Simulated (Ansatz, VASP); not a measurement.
One calculation of CsPbCl3, two programs

```
Cs Pb Cl
1.0
     5.67673    0.00000    0.00000
     0.00000    5.67673    0.00000
     0.00000    0.00000    5.67673
Cs Pb Cl
1 1 3
Direct
  0.00000 0.00000 0.00000
  0.50000 0.50000 0.50000
  0.50000 0.50000 0.00000
  0.00000 0.50000 0.50000
  0.50000 0.00000 0.50000
```

Alike in both runs: task single point; functional PBE; k mesh 4 × 4 × 4; no spin polarisation.

|  | VASP | Ansatz |
| --- | --- | --- |
| version | VASP 6.6.1 | Ansatz 0.2.0 |
| potentials or method | VASP PAW PBE potentials, release 64 (Cs_sv, Pb_d, Cl) | plane waves, PAW |
| plane-wave cutoff (eV) | 520 | 420 |
| occupations | gaussian, width 0.01 eV | fixed |
| valence electrons in the cell | 44 | 44 |

```csv
,VASP,Ansatz,Ansatz less VASP
gap on the k mesh at the Fermi level (eV),2.10,2.09,-0.009
pressure (GPa),0.7,0.8,+0.05
```

Spin-orbit coupling is off throughout.
